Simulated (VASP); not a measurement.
# WS2 in VASP: settings compared

WS2 is run at these levels: PBEsol, r2SCAN; tasks: single point.

All numbers are computed with VASP 6.6.1; they aren't measurements. Logs are shortened: lines on timing, memory, paths and dates and some standing lists are left out, and cuts for length are marked.

### 1 The cell of the first run

The cell holds a slab with vacuum, 6 atoms: a = 3.204 Å, b = 3.204 Å, c = 23.826 Å, α = 90.00°, β = 90.00°, γ = 120.00°.

### 2 Single point, PBEsol (volume scaled by 1.02)

File INCAR:

```
SYSTEM = WS2
PREC = Accurate
ENCUT = 520
EDIFF = 1E-7
ISMEAR = -1
SIGMA = 0.05
LREAL = .FALSE.
LASPH = .TRUE.
NELM = 80
ALGO = Normal
ISIF = 2
LWAVE = .FALSE.
LCHARG = .FALSE.
GGA = PS
NBANDS = 35
```

File KPOINTS:

```
regular mesh
0
G
  10 10 2
  0 0 0
```

File POSCAR:

```
WS2
1.0
    3.2042900260      0.0000000000      0.0000000000
   -1.6021450130      2.7749965635      0.0000000000
    0.0000000000      0.0000000000     23.8255145947
W S
2 4
Direct
    0.6666666667      0.3333333333      0.3626824600
    0.3333333333      0.6666666667      0.6373175400
    0.6666666667      0.3333333333      0.7031838900
    0.3333333333      0.6666666667      0.4285581700
    0.6666666667      0.3333333333      0.5714418300
    0.3333333333      0.6666666667      0.2968161100
```

Potentials or basis: VASP PAW PBE potentials, release 64 (W_sv, S).

Started as:

```sh
cat potpaw_PBE.64/W_sv/POTCAR potpaw_PBE.64/S/POTCAR > POTCAR
mpirun -np 1 vasp_std > vasp.out
```

OUTCAR:

```text
SYSTEM = WS2
   PREC = Accurate
   ENCUT = 520
   EDIFF = 1E-7
   ISMEAR = -1
   LREAL = .FALSE.
   LASPH = .TRUE.
   NELM = 80
   ISIF = 2
   GGA = PS

 ion  position               nearest neighbor table
   1  0.667  0.333  0.363-   6 2.43   6 2.43   6 2.43   4 2.43   4 2.43   4 2.43
   2  0.333  0.667  0.637-   3 2.43   3 2.43   3 2.43   5 2.43   5 2.43   5 2.43
   3  0.667  0.333  0.703-   2 2.43   2 2.43   2 2.43
   4  0.333  0.667  0.429-   1 2.43   1 2.43   1 2.43
   5  0.667  0.333  0.571-   2 2.43   2 2.43   2 2.43
   6  0.333  0.667  0.297-   1 2.43   1 2.43   1 2.43

  LATTYP: Found a hexagonal cell.
 ALAT       =     3.2042900260
 C/A-ratio  =     7.4355050265

  Lattice vectors:

 A1 = (   3.2042900260,   0.0000000000,   0.0000000000)
 A2 = (  -1.6021450130,   2.7749965635,   0.0000000000)
 A3 = (   0.0000000000,   0.0000000000,  23.8255145947)

Analysis of symmetry for initial positions (statically):
=====================================================================
 Subroutine PRICEL returns:
 Original cell was already a primitive cell.

 Routine SETGRP: Setting up the symmetry group for a
 hexagonal supercell.

 Subroutine GETGRP returns: Found 12 space group operations
 (whereof 12 operations were pure point group operations)
 out of a pool of 24 trial point group operations.

The static configuration has the point symmetry D_3d.

Analysis of symmetry for dynamics (positions and initial velocities):
=====================================================================
 Subroutine PRICEL returns:
 Original cell was already a primitive cell.

 Routine SETGRP: Setting up the symmetry group for a
 hexagonal supercell.

 Subroutine GETGRP returns: Found 12 space group operations
 (whereof 12 operations were pure point group operations)
 out of a pool of 24 trial point group operations.

The dynamic configuration has the point symmetry D_3d.

 Subroutine INISYM returns: Found 12 space group operations
 (whereof 12 operations are pure point group operations),
 and found     1 'primitive' translations

----------------------------------------------------------------------------------------

                                     Primitive cell

  volume of cell :     211.8539

  direct lattice vectors                    reciprocal lattice vectors
     3.204290026  0.000000000  0.000000000     0.312081613  0.180180403  0.000000000
    -1.602145013  2.774996563  0.000000000     0.000000000  0.360360807  0.000000000
     0.000000000  0.000000000 23.825514595     0.000000000  0.000000000  0.041971811

  length of vectors
     3.204290026  3.204290026 23.825514595     0.360360807  0.360360807  0.041971811

  position of ions in fractional coordinates (direct lattice)
     0.666666667  0.333333333  0.362682460
     0.333333333  0.666666667  0.637317540
     0.666666667  0.333333333  0.703183890
     0.333333333  0.666666667  0.428558170
     0.666666667  0.333333333  0.571441830
     0.333333333  0.666666667  0.296816110

  ion indices of the primitive-cell ions
   primitive index   ion index
                 1           1
                 2           2
                 3           3
                 4           4
                 5           5
                 6           6

----------------------------------------------------------------------------------------

 KPOINTS: regular mesh

Automatic generation of k-mesh.
 Grid dimensions read from file:
 generate k-points for:   10   10    2

 Generating k-lattice:

  Cartesian coordinates                     Fractional coordinates (reciprocal lattice)
     0.031208161  0.018018040  0.000000000     0.100000000  0.000000000  0.000000000
     0.000000000  0.036036081  0.000000000     0.000000000  0.100000000  0.000000000
     0.000000000  0.000000000  0.020985906     0.000000000  0.000000000  0.500000000

  Length of vectors
     0.036036081  0.036036081  0.020985906

  Shift w.r.t. Gamma in fractional coordinates (k-lattice)
     0.000000000  0.000000000  0.000000000

 Subroutine IBZKPT returns following result:
 ===========================================

 Found     28 irreducible k-points:

 Following reciprocal coordinates:
            Coordinates               Weight
  0.000000  0.000000  0.000000      1.000000
  0.100000 -0.000000  0.000000      6.000000
  0.200000 -0.000000  0.000000      6.000000
  0.300000 -0.000000  0.000000      6.000000
  0.400000 -0.000000  0.000000      6.000000
  0.500000  0.000000  0.000000      3.000000
[... 16 lines left out ...]
  0.300000  0.100000  0.500000     12.000000
  0.400000  0.100000  0.500000     12.000000
 [... further k-points ...]
   k-points           NKPTS =     28   k-points in BZ     NKDIM =     28   number of bands    NBANDS=     35
   number of dos      NEDOS =    301   number of ions     NIONS =      6
   total plane-waves  NPLWV = 103680
   dimension x,y,z NGX =    24 NGY =   24 NGZ =  180
   dimension x,y,z NGXF=    48 NGYF=   48 NGZF=  360
[... 44 lines left out ...]
 non-spin polarized calculation
  energy-cutoff  :      520.00
  volume of cell :      211.85
 maximum number of plane-waves:      5770
 NGX is ok and might be reduce to    24
   NGX = 11   NGY = 11   NGZ = 89

 number of electron      52.0000010 magnetization

 Free energy of the ion-electron system (eV)
  ---------------------------------------------------
  ext. energy  EPLUGINS =         0.00000000
  ---------------------------------------------------
  free energy    TOTEN  =       -50.43981981 eV

  energy without entropy =      -50.43981979  energy(sigma->0) =      -50.43981980

 E-fermi :   1.5772     XC(G=0):  -6.1228

 val. band max:        0.8366351281   @ k =   0.0000   0.0000   0.0000
 cond. band min:       2.4678229890   @ k =   0.3000   0.3000   0.0000
 fundamental gap:      1.6311878609
 Fermi energy:         1.5771680897

 k-point     1 :       0.0000    0.0000    0.0000
  band No.  band energies     occupation
      1     -73.4732      2.00000
      2     -73.4732      2.00000
      3     -37.6958      2.00000
      4     -37.6958      2.00000
      5     -37.5609      2.00000
      6     -37.5609      2.00000
[... 27 lines left out ...]
     34       3.5617      0.00000
     35       5.4835      0.00000

 k-point     2 :       0.1000   -0.0000    0.0000
  band No.  band energies     occupation
      1     -73.4718      2.00000
      2     -73.4718      2.00000
      3     -37.6905      2.00000
      4     -37.6904      2.00000
      5     -37.5911      2.00000
      6     -37.5911      2.00000
[... 27 lines left out ...]
     34       3.6687      0.00000
     35       5.9756      0.00000

 k-point     3 :       0.2000   -0.0000    0.0000
  band No.  band energies     occupation
      1     -73.4680      2.00000
      2     -73.4680      2.00000
      3     -37.6763      2.00000
      4     -37.6763      2.00000
      5     -37.6694      2.00000
      6     -37.6694      2.00000
[... 27 lines left out ...]
     34       4.2939      0.00000
     35       6.6047      0.00000

 k-point     4 :       0.3000   -0.0000    0.0000
  band No.  band energies     occupation
      1     -73.4633      2.00000
      2     -73.4633      2.00000
      3     -37.7648      2.00000
      4     -37.7648      2.00000
      5     -37.6588      2.00000
      6     -37.6588      2.00000
[... 27 lines left out ...]
     34       4.8486      0.00000
     35       7.2136      0.00000

 k-point     5 :       0.4000   -0.0000    0.0000
  band No.  band energies     occupation
      1     -73.4595      2.00000
      2     -73.4595      2.00000
      3     -37.8409      2.00000
      4     -37.8409      2.00000
      5     -37.6446      2.00000
      6     -37.6446      2.00000
[... 638 lines left out ...]
 k-point    22 :       0.2000    0.1000    0.5000
  band No.  band energies     occupation
      1     -73.4649      2.00000
      2     -73.4649      2.00000
      3     -37.7247      2.00000
      4     -37.7247      2.00000
      5     -37.6649      2.00000
      6     -37.6649      2.00000
[... 27 lines left out ...]
     34       4.8788      0.00000
     35       7.1530      0.00000

 k-point    23 :       0.3000    0.1000    0.5000
  band No.  band energies     occupation
      1     -73.4607      2.00000
      2     -73.4607      2.00000
      3     -37.8049      2.00000
      4     -37.8049      2.00000
      5     -37.6490      2.00000
      6     -37.6490      2.00000
[... 27 lines left out ...]
     34       5.2271      0.00000
     35       7.0892      0.00000

 k-point    24 :       0.4000    0.1000    0.5000
  band No.  band energies     occupation
      1     -73.4581      2.00000
      2     -73.4581      2.00000
      3     -37.8538      2.00000
      4     -37.8538      2.00000
      5     -37.6507      2.00000
      6     -37.6506      2.00000
[... 27 lines left out ...]
     34       5.1088      0.00000
     35       5.9428      0.00000

 [... further k-points ...]
[... 5 lines left out ...]
  --------------------------------------------------------------------------------------
  -------------------------------------------------------------------------------------
  Total       -4.5008358     -4.5008358     -2.8511980      0.0000000      0.0000000      0.0000000
  in kB      -34.0382479    -34.0382479    -21.5626135      0.0000000      0.0000000      0.0000000
  external PRESSURE =     -29.8797031 kB  Pullay stress =       0.0000000 kB

 VOLUME and BASIS-vectors are now :
 -----------------------------------------------------------------------------
  energy-cutoff  :      520.00
  volume of cell :      211.85
      direct lattice vectors                 reciprocal lattice vectors
     3.204290026  0.000000000  0.000000000     0.312081613  0.180180403  0.000000000
    -1.602145013  2.774996563  0.000000000     0.000000000  0.360360807  0.000000000
     0.000000000  0.000000000 23.825514595     0.000000000  0.000000000  0.041971811

 POSITION                                       TOTAL-FORCE (eV/Angst)
 -----------------------------------------------------------------------------------
      1.60215      0.92500      8.64110        -0.000000      0.000000     -0.006606
     -0.00000      1.85000     15.18442         0.000000     -0.000000      0.006606
      1.60215      0.92500     16.75372        -0.000000     -0.000000     -0.437413
     -0.00000      1.85000     10.21062        -0.000000      0.000000     -0.410550
      1.60215      0.92500     13.61490         0.000000     -0.000000      0.410550
     -0.00000      1.85000      7.07180        -0.000000      0.000000      0.437413
 -----------------------------------------------------------------------------------
    total drift:                                0.000000     -0.000000      0.000000

  FREE ENERGIE OF THE ION-ELECTRON SYSTEM (eV)
  ---------------------------------------------------
  free  energy   TOTEN  =       -50.4398198075 eV

  energy  without entropy=      -50.4398197923  energy(sigma->0) =      -50.43981980
```

Run time: 4.2 min. Hardware: 1 thread of Intel Xeon Platinum 8488C (Sapphire Rapids), shared host; peak memory 0.4 GiB.

What came out:

| Property | Result |
| --- | --- |
| Free energy | -50.4398 eV |
| Largest force | 0.437 eV/Å |
| Band gap on the k mesh | 1.63 eV, indirect (least direct gap 2.07 eV) |

Forces in eV/Å, atoms in the order of the input:
```
W    0.000  0.000 -0.007
W    0.000  0.000  0.007
S    0.000  0.000 -0.437
S    0.000  0.000 -0.411
S    0.000  0.000  0.411
S    0.000  0.000  0.437
```

Caveat: the cell differs from its parent crystal (volume scaled by 1.02); the PAW data sets were made with another functional, which shifts forces and pressure a little; spin-orbit coupling is left out, which moves the levels of the heavy elements.

### 3 Single point, r2SCAN

This run uses another cell than the first one, of 34.62 Å³/atom, 0.980 times its volume.

POSCAR, as its differences from that of step 2:

```diff
@@ -2,5 +2,5 @@
 1.0
-    3.2042900260      0.0000000000      0.0000000000
-   -1.6021450130      2.7749965635      0.0000000000
-    0.0000000000      0.0000000000     23.8255145947
+    3.1832085602      0.0000000000      0.0000000000
+   -1.5916042801      2.7567394786      0.0000000000
+    0.0000000000      0.0000000000     23.6687632500
 W S
```

File INCAR.step1:

```
PREC     = Accurate       # precision mode
ENCUT    = 520            # plane-wave cutoff, eV
ISMEAR   = -1             # smearing method
SIGMA    = 0.05           # smearing width, eV
LREAL    = False          # projectors in reciprocal space
LASPH    = True           # aspherical terms in the spheres
NELM     = 100            # most SCF steps
NBANDS   = 35             # bands
GGA      = PE             # functional
ALGO     = Normal         # electronic algorithm
EDIFF    = 1E-4           # SCF threshold, eV
LWAVE    = True           # write WAVECAR
LCHARG   = False          # write CHGCAR
```

File INCAR.step2:

```
PREC     = Accurate       # precision mode
ENCUT    = 520            # plane-wave cutoff, eV
EDIFF    = 1E-6           # SCF threshold, eV
ISMEAR   = -1             # smearing method
SIGMA    = 0.05           # smearing width, eV
LREAL    = False          # projectors in reciprocal space
LASPH    = True           # aspherical terms in the spheres
NELM     = 100            # most SCF steps
ALGO     = Normal         # electronic algorithm
ISIF     = 2              # what is computed and relaxed
LWAVE    = False          # write WAVECAR
LCHARG   = True           # write CHGCAR
METAGGA  = R2SCAN         # meta-GGA
LMIXTAU  = True         
LELF     = True           # ELF
LVHAR    = True         
NBANDS   = 35             # bands
ISTART   = 1
```

File KPOINTS:

```
Automatic mesh
0
Gamma
  10 10 2
```

Potentials or basis: VASP PAW PBE potentials, release 64 (W_sv, S).

Started as:

```sh
cat potpaw_PBE.64/W_sv/POTCAR potpaw_PBE.64/S/POTCAR > POTCAR
cp INCAR.step1 INCAR
mpirun -np 1 vasp_std > vasp.out
cp INCAR.step2 INCAR
mpirun -np 1 vasp_std > vasp.out
```

It took 13 min on 1 thread of Intel Xeon 6975P-C, shared host; peak memory 0.45 GiB.

Results (log left out):

```yaml
Free_energy: -140.1227 eV
Largest_force: 0.012 eV/Å
Band_gap_on_the_k_mesh: 1.78 eV, indirect (least direct gap 2.25 eV)
```

Forces on the atoms (eV/Å):
```
W    0.000  0.000 -0.009
W    0.000  0.000  0.009
S    0.000  0.000  0.009
S    0.000  0.000  0.012
S    0.000  0.000 -0.012
S    0.000  0.000 -0.009
```

Levels at points of the mesh, in eV from the valence-band top:
| k point | band 24 | band 25 | band 26 | band 27 | band 28 | band 29 |
| --- | --- | --- | --- | --- | --- | --- |
| (0.00, 0.00, 0.00) | -2.10 | -0.49 | 0.00 | 2.74 | 2.74 | 2.74 |
| (0.50, 0.00, 0.00) | -1.74 | -1.34 | -1.29 | 2.66 | 2.67 | 3.09 |
| (0.00, 0.00, 0.50) | -2.10 | -0.49 | 0.00 | 2.74 | 2.74 | 2.74 |
| (0.50, 0.00, 0.50) | -1.74 | -1.34 | -1.29 | 2.66 | 2.67 | 3.09 |

Caveat: the PAW data sets were made with another functional, which shifts forces and pressure a little; spin-orbit coupling is left out, which moves the levels of the heavy elements.

### 4 Single point, PBEsol (volume scaled by 1.04)

File INCAR:

```
  PREC = Accurate
  ENCUT = 520
  EDIFF = 1E-7
  ISMEAR = -1
  SIGMA = 0.05
  LREAL = F
  LASPH = T
  NELM = 80
  ALGO = Normal
  ISIF = 2
  LWAVE = F
  LCHARG = F
  GGA = PS
  NBANDS = 35
```

File KPOINTS:

```
regular mesh
0
Gamma
  10 10 2
```

POSCAR, as its differences from that of step 3:

```diff
@@ -2,5 +2,5 @@
 1.0
-    3.1832085602      0.0000000000      0.0000000000
-   -1.5916042801      2.7567394786      0.0000000000
-    0.0000000000      0.0000000000     23.6687632500
+    3.2250976871      0.0000000000      0.0000000000
+   -1.6125488435      2.7930165266      0.0000000000
+    0.0000000000      0.0000000000     23.9802300635
 W S
```

Started as:

```sh
cat potpaw_PBE.64/W_sv/POTCAR potpaw_PBE.64/S/POTCAR > POTCAR
mpirun -np 1 vasp_std > vasp.out
```

It took 10 min on 1 thread of AMD EPYC 7R13, shared host; peak memory 0.38 GiB.

The run converged. Its results:

| Item | Value |
| --- | --- |
| Free energy | -50.3451 eV |
| Largest force | 0.755 eV/Å |
| Band gap on the k mesh | 1.60 eV, indirect (least direct gap 2.01 eV) |

Forces on the atoms (eV/Å):
```
W    0.000  0.000 -0.006
W    0.000  0.000  0.006
S    0.000  0.000 -0.755
S    0.000  0.000 -0.727
S    0.000  0.000  0.727
S    0.000  0.000  0.755
```

Levels at points of the mesh, in eV from the valence-band top:
```
           k point  band 22  band 23  band 24  band 25  band 26  band 27  band 28  band 29  band 30  band 31
(0.00, 0.00, 0.00)    -1.90    -1.89    -1.89    -0.43     0.00     2.48     2.48     2.48     2.48     2.61
(0.50, 0.00, 0.00)    -2.34    -1.60    -1.56    -1.21    -1.17     2.39     2.40     2.80     2.87     3.49
(0.00, 0.00, 0.50)    -1.90    -1.89    -1.89    -0.43     0.00     2.48     2.48     2.48     2.48     2.61
(0.50, 0.00, 0.50)    -2.34    -1.60    -1.56    -1.21    -1.17     2.39     2.40     2.80     2.87     3.49
```

Caveat: the cell differs from its parent crystal (volume scaled by 1.04); the PAW data sets were made with another functional, which shifts forces and pressure a little; spin-orbit coupling is left out, which moves the levels of the heavy elements.

### 5 Single point, PBEsol (volume scaled by 1.06)

File INCAR:

```
SYSTEM = WS2
  ALGO = Normal
  EDIFF = 1E-6
  ENCUT = 520
  GGA = PS
  ISIF = 2
  ISMEAR = -1
  LASPH = .TRUE.
  LCHARG = .FALSE.
  LREAL = .FALSE.
  LWAVE = .FALSE.
  NBANDS = 35
  NELM = 60
  PREC = Accurate
  SIGMA = 0.05
```

File KPOINTS:

```
k-points
0
G
  10 10 2
  0 0 0
```

POSCAR, as its differences from that of step 4:

```diff
@@ -2,5 +2,5 @@
 1.0
-    3.2250976871      0.0000000000      0.0000000000
-   -1.6125488435      2.7930165266      0.0000000000
-    0.0000000000      0.0000000000     23.9802300635
+    3.2456402644      0.0000000000      0.0000000000
+   -1.6228201322      2.8108069205      0.0000000000
+    0.0000000000      0.0000000000     24.1329745006
 W S
```

Started as:

```sh
cat potpaw_PBE.64/W_sv/POTCAR potpaw_PBE.64/S/POTCAR > POTCAR
mpirun -np 1 vasp_std > vasp.out
```

It took 8.9 min on 1 thread of AMD EPYC 7R13, shared host; peak memory 0.39 GiB.

It converged, with:

- Free energy: -50.2166 eV
- Largest force: 1.049 eV/Å
- Band gap on the k mesh: 1.56 eV, indirect (least direct gap 1.96 eV)

Forces in eV/Å, atoms in the order of the input:
```
W    0.000  0.000 -0.005
W    0.000  0.000  0.005
S    0.000  0.000 -1.049
S    0.000  0.000 -1.020
S    0.000  0.000  1.020
S    0.000  0.000  1.049
```

Levels at points of the mesh, in eV from the valence-band top:
| k point | band 23 | band 24 | band 25 | band 26 | band 27 | band 28 | band 29 | band 30 |
| --- | --- | --- | --- | --- | --- | --- | --- | --- |
| (0.00, 0.00, 0.00) | -1.86 | -1.86 | -0.41 | 0.00 | 2.44 | 2.44 | 2.44 | 2.44 |
| (0.50, 0.00, 0.00) | -1.59 | -1.55 | -1.18 | -1.14 | 2.33 | 2.34 | 2.73 | 2.80 |
| (0.00, 0.00, 0.50) | -1.86 | -1.86 | -0.41 | 0.00 | 2.44 | 2.44 | 2.44 | 2.44 |
| (0.50, 0.00, 0.50) | -1.59 | -1.55 | -1.18 | -1.14 | 2.33 | 2.34 | 2.73 | 2.80 |

Caveat: the cell differs from its parent crystal (volume scaled by 1.06); the PAW data sets were made with another functional, which shifts forces and pressure a little; spin-orbit coupling is left out, which moves the levels of the heavy elements.

### 6 The runs side by side

```csv
level,cell,gap on the mesh (eV),largest force (eV/Å)
PBEsol,"a = 3.204, b = 3.204, c = 23.826 Å, angles 90.0, 90.0, 120.0°, 6 atoms",1.63,0.44
r2SCAN,"a = 3.183, b = 3.183, c = 23.669 Å, angles 90.0, 90.0, 120.0°, 6 atoms",1.78,0.01
PBEsol,"a = 3.225, b = 3.225, c = 23.980 Å, angles 90.0, 90.0, 120.0°, 6 atoms",1.60,0.76
PBEsol,"a = 3.246, b = 3.246, c = 24.133 Å, angles 90.0, 90.0, 120.0°, 6 atoms",1.56,1.05
```

Alike in all rows: task single point; potentials or basis VASP PAW PBE potentials, release 64 (W_sv, S); no spin polarisation; k mesh 10 × 10 × 2; cutoff (eV) 520; smearing fermi-dirac 0.05 eV.

Caveats: the PAW data sets were made with another functional, which shifts forces and pressure a little; spin-orbit coupling is left out, which moves the levels of the heavy elements.

Total energies depend on the potentials used, so only differences within one code and one set of settings carry meaning.
